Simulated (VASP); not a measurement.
Wanted: the native input for a VASP 6.6.1 run.

```
Task                   : single point
Functional             : r2SCAN
Potentials or basis    : VASP PAW PBE potentials, release 64 (B, As)
Cutoff                 : 520 eV
k mesh                 : 10 × 10 × 10
Occupations            : gaussian, width 0.05 eV
Spin                   : no spin polarisation
Dipole correction      : no
Further INCAR settings : ALGO = Normal; EDIFF = 1e-06; NBANDS = 11
```

The system is BAs.

```
B As
1.0
     0.00000    2.38850    2.38850
     2.31684    0.00000    2.38850
     2.31684    2.38850    0.00000
B As
1 1
Direct
  0.00000 0.00000 0.00000
  0.75000 0.75000 0.75000
```

This cell differs from its parent crystal: strain -0.0300 x Voigt [1, 0, 0, 0, 0, 0].

One way to write it, as run:

POSCAR

```
BAs
1.0
    0.0000000000      2.3885000000      2.3885000000
    2.3168450000      0.0000000000      2.3885000000
    2.3168450000      2.3885000000      0.0000000000
B As
1 1
Direct
    0.0000000000      0.0000000000      0.0000000000
    0.7500000000      0.7500000000      0.7500000000
```

INCAR.step1

```
SYSTEM = BAs
  PREC = Accurate
  ENCUT = 520
  ISMEAR = 0
  SIGMA = 0.05
  LREAL = .FALSE.
  LASPH = .TRUE.
  NELM = 100
  NBANDS = 11
  GGA = PE
  ALGO = Normal
  EDIFF = 1E-4
  LWAVE = .TRUE.
  LCHARG = .FALSE.
```

INCAR.step2

```
SYSTEM = BAs
  PREC = Accurate
  ENCUT = 520
  EDIFF = 1E-6
  ISMEAR = 0
  SIGMA = 0.05
  LREAL = .FALSE.
  LASPH = .TRUE.
  NELM = 100
  ALGO = Normal
  ISIF = 2
  LWAVE = .FALSE.
  LCHARG = .FALSE.
  METAGGA = R2SCAN
  LMIXTAU = .TRUE.
  NBANDS = 11
  ISTART = 1
```

KPOINTS

```
Automatic mesh
0
G
  10 10 10
  0 0 0
```

Potentials or basis: VASP PAW PBE potentials, release 64 (B, As).

Command:

```bash
$ cat potpaw_PBE.64/B/POTCAR potpaw_PBE.64/As/POTCAR > POTCAR
$ cp INCAR.step1 INCAR
$ mpirun -np 1 vasp_std > vasp.out
$ cp INCAR.step2 INCAR
$ mpirun -np 1 vasp_std > vasp.out
```

It gave:

```
Pressure               : 5.6 GPa
Band gap on the k mesh : 0.85 eV, indirect (least direct gap 3.14 eV)
```

Caveat: the cell differs from its parent crystal (strain -0.0300 x Voigt [1, 0, 0, 0, 0, 0]); the PAW data sets were made with another functional, which shifts forces and pressure a little.

It took 3 min on 1 thread of Intel(R) Xeon(R) Platinum 8375C CPU @ 2.90GHz (Ice Lake) (shared host), peak memory 0.18 GiB.
